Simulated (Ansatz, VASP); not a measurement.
# Two plane-wave programs on Cs

INCAR

```
SYSTEM = Cs
PREC     = Accurate       ! precision mode
ENCUT    = 520            ! plane-wave cutoff, eV
EDIFF    = 1E-7           ! SCF threshold, eV
ISMEAR   = 0              ! smearing method
SIGMA    = 0.1            ! smearing width, eV
LREAL    = .FALSE.        ! projectors in reciprocal space
LASPH    = .TRUE.         ! aspherical terms in the spheres
NELM     = 60             ! most SCF steps
ALGO     = Fast           ! electronic algorithm
ISIF     = 2              ! what is computed and relaxed
LWAVE    = .FALSE.        ! write WAVECAR
LCHARG   = .FALSE.        ! write CHGCAR
NBANDS   = 26             ! bands
```

The input KPOINTS:

```
regular mesh
0
G
  9 9 4
  0 0 0
```

The input POSCAR:

```
Cs
1.0
    5.7284330995      0.0000000000      0.0000000000
   -2.8642165498      4.9609685881      0.0000000000
    0.0000000000      0.0000000000     17.3954633997
Cs
4
Direct
    0.0000000000      0.0000000000      0.0000000000
    0.3333333300      0.6666666700      0.2500000000
    0.0000000000      0.0000000000      0.5000000000
    0.6666666700      0.3333333300      0.7500000000
```

Input for Ansatz:

```yaml
crystal:
  lattice:
    - [5.7284330995, 0.0, 0.0]
    - [-2.8642165498, 4.9609685881, 0.0]
    - [0.0, 0.0, 17.3954633997]
  atoms:
    - { symbol: Cs, position: [0.0, 0.0, 0.0] }
    - { symbol: Cs, position: [0.33333333, 0.66666667, 0.25] }
    - { symbol: Cs, position: [0.0, 0.0, 0.5] }
    - { symbol: Cs, position: [0.66666667, 0.33333333, 0.75] }
basis:
  ecutwfc: 420
kpoints:
  mp_grid: { grid: [9, 9, 4] }
hamiltonian:
  xc: lda
scf:
  occupations: { method: gaussian, width: 0.1 }
output:
  forces: true
  stress: true
  eigenvalues: true
  populations: true
```

Alike in both runs: task single point; functional LDA; k mesh 9 × 9 × 4; occupations gaussian, width 0.1 eV; no spin polarisation.

```csv
,VASP,Ansatz
version,VASP 6.6.1,Ansatz 0.2.0
potentials or method,"VASP PAW LDA potentials, release 64 (Cs_sv), cutoff 520 eV","scalar-relativistic, plane waves, PAW"
valence electrons in the cell,36,36
```

```tsv
	VASP	Ansatz	Ansatz less VASP
gap on the k mesh at the Fermi level (eV)	none	none	-
pressure (GPa)	-0.4	-0.4	+0.01
traceless stress, the component that is largest in VASP (GPa)	0.09	0.09	0.000
```

LDA's correlation is that of Perdew and Zunger in VASP and of Perdew and Wang (1992) in Ansatz. A gap of «none» marks a metal or a gap that the smearing closes.

Neither program's run includes spin-orbit coupling.
